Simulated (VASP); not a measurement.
# NaF: single point with PBEsol

Crystal: NaF.

```
Na F
1.0
     0.00000    2.31440   -2.31440
     4.62881    0.00000    0.00000
    -2.31440   -4.62881   -2.31440
Na F
3 3
Cartesian
  0.0000 0.0000 0.0000
  0.0000 -2.3144 -2.3144
  2.3144 0.0000 -2.3144
  2.3144 0.0000 0.0000
  2.3144 -2.3144 -2.3144
  0.0000 0.0000 -2.3144
```

```yaml
Program: VASP 6.6.1
Task: single point
Functional: PBEsol
Potentials_or_basis: VASP PAW PBE potentials, release 64 (Na_pv, F)
Cutoff: 520 eV
k_mesh: 8 × 8 × 8
Occupations: gaussian, width 0.02 eV
Spin: no spin polarisation
Dipole_correction: no
Further_INCAR_settings: ALGO = Normal; EDIFF = 1e-07; NBANDS = 30
```

```json
{
 "Pressure": "0.0 GPa",
 "Band gap on the k mesh": "6.18 eV"
}
```

Levels at points of the mesh, in eV from the valence-band top:
| k point | band 18 | band 19 | band 20 | band 21 | band 22 | band 23 | band 24 | band 25 |
| --- | --- | --- | --- | --- | --- | --- | --- | --- |
| (0.00, 0.00, 0.00) | -0.35 | 0.00 | 0.00 | 0.00 | 6.18 | 12.04 | 12.04 | 13.18 |
| (0.50, 0.00, 0.00) | -0.41 | -0.41 | -0.34 | -0.34 | 10.67 | 10.67 | 13.00 | 13.11 |
| (0.00, 0.50, 0.00) | -0.26 | -0.26 | -0.23 | -0.23 | 9.02 | 9.02 | 10.63 | 12.36 |
| (0.50, 0.50, 0.00) | -0.42 | -0.42 | -0.26 | -0.26 | 10.63 | 12.25 | 12.25 | 12.36 |
| (0.00, 0.00, 0.50) | -0.26 | -0.26 | -0.14 | -0.14 | 8.37 | 8.37 | 13.00 | 13.11 |

Run time: 2.7 min on 1 thread of Intel(R) Xeon(R) Platinum 8375C CPU @ 2.90GHz (Ice Lake), with other jobs on the host, peak memory 0.27 GiB.

Caveat: the PAW data sets were made with another functional, which shifts forces and pressure a little. A k mesh can miss the band edges.
